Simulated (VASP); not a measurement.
Runs of VASP 6.6.1 on Ru. The structure is that of space group Fd-3m (No. 227), or close to it. The cells are those of the table. 

```tsv
cell	gap on the mesh (eV)	pressure (GPa)
a = 3.968 Å, angles 60.0°, 2 atoms	none	-4.6
a = 3.809 Å, angles 60.0°, 2 atoms	none	15.4
a = 3.863 Å, angles 60.0°, 2 atoms	none	(a)
a = 3.916 Å, angles 60.0°, 2 atoms	none	(b)
a = 3.753 Å, angles 60.0°, 2 atoms	none	25.8
```

Alike in all rows: task single point; level BLYP; potentials or basis VASP PAW PBE potentials, release 64 (Ru_pv); no spin polarisation; k mesh 11 × 11 × 11; cutoff (eV) 520; smearing fermi-dirac 0.1 eV.

**Question.** Estimate the missing entries.

**Answer.** (a) 7.1; (b) 0.6.

Caveats: the PAW data sets were made with another functional, which shifts forces and pressure a little.

A k mesh can miss the band edges, and the runs leave out spin-orbit coupling on Ru.

A gap of «none» marks levels without a gap at the run's occupations.
